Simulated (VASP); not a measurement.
# SiC: single point with PBE

The system is SiC.

```
Si C
1.0
     3.09412    0.00000    0.00000
    -1.54706    2.67959    0.00000
     0.00000    0.00000   10.12934
Si C
4 4
Direct
  0.66667 0.33333 0.93784
  0.33333 0.66667 0.43784
  0.92728 0.92728 0.68790
  0.00000 0.00000 0.18790
  0.66667 0.33333 0.74981
  0.33333 0.66667 0.24981
  0.00000 0.00000 0.50045
  0.00000 0.00000 0.00045
```

This cell differs from its parent crystal: atom 3 (Si) moved +0.225 Å towards its neighbour atom 3 (Si) at 3.094 Å.

| Quantity | Value |
| --- | --- |
| Program | VASP 6.6.1 |
| Task | single point |
| Functional | PBE |
| Potentials or basis | VASP PAW PBE potentials, release 64 (Si, C) |
| Cutoff | 520 eV |
| k mesh | 12 × 12 × 4 |
| Occupations | gaussian, width 0.05 eV |
| Spin | no spin polarisation |
| Dipole correction | no |
| Further INCAR settings | ALGO = Normal; EDIFF = 1e-07; NBANDS = 26 |

```
Pressure               : 1.5 GPa
Largest force          : 4.801 eV/Å
Band gap on the k mesh : 1.67 eV (least direct gap 3.09 eV)
```

Forces in eV/Å, atoms in the order of the input:
```
Si  -0.037 -0.053 -0.037
Si  -0.057 -0.051 -0.021
Si   1.100  4.587 -0.898
Si  -0.009 -0.010  0.000
C   -0.752 -4.016  0.853
C   -0.021 -0.041 -0.005
C   -0.219 -0.418  0.116
C   -0.004  0.002 -0.007
```

Stress tensor (GPa, compression positive):
```
-1.20 -0.95  0.12
-0.95  5.22 -2.90
 0.12 -2.90  0.48
```

Levels at points of the mesh, in eV from the valence-band top:
```csv
k point,band 13,band 14,band 15,band 16,band 17,band 18,band 19,band 20
"(0.00, 0.00, 0.00)",-0.78,-0.62,-0.46,0.00,4.41,5.06,5.52,5.61
"(0.50, 0.00, 0.00)",-2.82,-2.55,-2.04,-1.65,1.75,1.83,3.53,4.19
"(0.00, 0.50, 0.00)",-2.70,-2.53,-2.05,-1.39,1.73,1.90,3.79,4.16
"(0.50, 0.50, 0.00)",-2.77,-2.49,-2.05,-1.41,1.67,1.83,3.59,4.19
"(0.00, 0.00, 0.50)",-0.90,-0.66,-0.65,-0.06,4.56,4.71,5.99,6.02
"(0.50, 0.00, 0.50)",-3.04,-2.85,-2.17,-1.99,2.06,2.17,3.52,3.76
"(0.00, 0.50, 0.50)",-3.06,-2.81,-2.00,-1.70,2.15,2.20,3.65,3.84
"(0.50, 0.50, 0.50)",-2.98,-2.93,-1.99,-1.77,2.00,2.18,3.54,3.70
```

Wall time 12 min on 1 thread of Intel Xeon 8259CL, on a shared host, peak memory 0.55 GiB.

Caveat: the cell differs from its parent crystal (atom 3 (Si) moved +0.225 Å towards its neighbour atom 3 (Si) at 3.094 Å); the stress differs along the axes, from -1 to 5 GPa; forces of over 1 eV/Å act on the atoms, so gaps and moduli don't describe the material at rest. A k mesh can miss the band edges.
